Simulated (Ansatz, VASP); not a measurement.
**Ti3O in VASP and in Ansatz**

INCAR

```
  PREC = Accurate
  ENCUT = 520
  EDIFF = 1E-6
  ISMEAR = 0
  SIGMA = 0.15
  LREAL = F
  LASPH = T
  NELM = 80
  ALGO = Normal
  ISIF = 2
  LWAVE = F
  LCHARG = F
  GGA = PS
  NBANDS = 52
```

The input KPOINTS:

```
regular mesh
0
Gamma
  12 12 8
```

Contents of POSCAR:

```
Ti3O
1.0
    4.3056703580      0.0000000000      0.0000000000
   -2.1528351790      3.7288199103      0.0000000000
    0.0000000000      0.0000000000      4.8458180485
Ti O
6 2
Direct
    0.0000000000      0.6708131061      0.7500000000
    0.0000000000      0.3291868939      0.2500000000
    0.6708131061      0.0000000000      0.7500000000
    0.6708131061      0.6708131061      0.2500000000
    0.3291868939      0.3291868939      0.7500000000
    0.3291868939      0.0000000000      0.2500000000
    0.0000000000      0.0000000000      0.5000000000
    0.0000000000      0.0000000000      0.0000000000
```

Input for Ansatz:

```yaml
crystal:
  lattice:
    - [4.305670358, 0.0, 0.0]
    - [-2.152835179, 3.7288199103, 0.0]
    - [0.0, 0.0, 4.8458180485]
  atoms:
    - { symbol: Ti, position: [0.0, 0.6708131061, 0.75] }
    - { symbol: Ti, position: [0.0, 0.3291868939, 0.25] }
    - { symbol: Ti, position: [0.6708131061, 0.0, 0.75] }
    - { symbol: Ti, position: [0.6708131061, 0.6708131061, 0.25] }
    - { symbol: Ti, position: [0.3291868939, 0.3291868939, 0.75] }
    - { symbol: Ti, position: [0.3291868939, 0.0, 0.25] }
    - { symbol: O, position: [0.0, 0.0, 0.5] }
    - { symbol: O, position: [0.0, 0.0, 0.0] }
basis:
  ecutwfc: 420
kpoints:
  mp_grid: { grid: [12, 12, 8] }
hamiltonian:
  xc: pbesol
scf:
  occupations: { method: gaussian, width: 0.15 }
output:
  forces: true
  stress: true
  eigenvalues: true
```

Change from the starting cell: strain -0.1500 x Voigt [1, 1, 0, 0, 0, 0], atoms carried along.

Alike in both runs: task single point; functional PBEsol; k mesh 12 × 12 × 8; occupations gaussian, width 0.15 eV; no spin polarisation.

|  | VASP | Ansatz |
| --- | --- | --- |
| version | VASP 6.6.1 | Ansatz 0.2.0 |
| potentials or method | VASP PAW PBE potentials, release 64 (Ti_sv, O), cutoff 520 eV | scalar-relativistic, plane waves, PAW |
| valence electrons in the cell | 84 | 84 |

VASP gave:

```
gap on the k mesh at the Fermi level (eV)                     : none
pressure (GPa)                                                : 104.3
traceless stress, the component that is largest in VASP (GPa) : -19.25
rms of the force components (eV/Å)                            : 2.071
```

Problem. What did Ansatz give for the same quantities?

Solution. gap on the k mesh at the Fermi level (eV): none; pressure (GPa): 103.8; traceless stress, the component that is largest in VASP (GPa): -19.60; rms of the force components (eV/Å): 1.996.

VASP's potentials were made for PBE, not for PBEsol. Atom by atom the forces differ by 0.075 eV/Å (rms over components). A gap of «none» marks a metal or a gap that the smearing closes. Both programs put the cell under a high pressure, so it lies far from rest at this level.

Noted on VASP's run: the cell as given lies far from equilibrium.
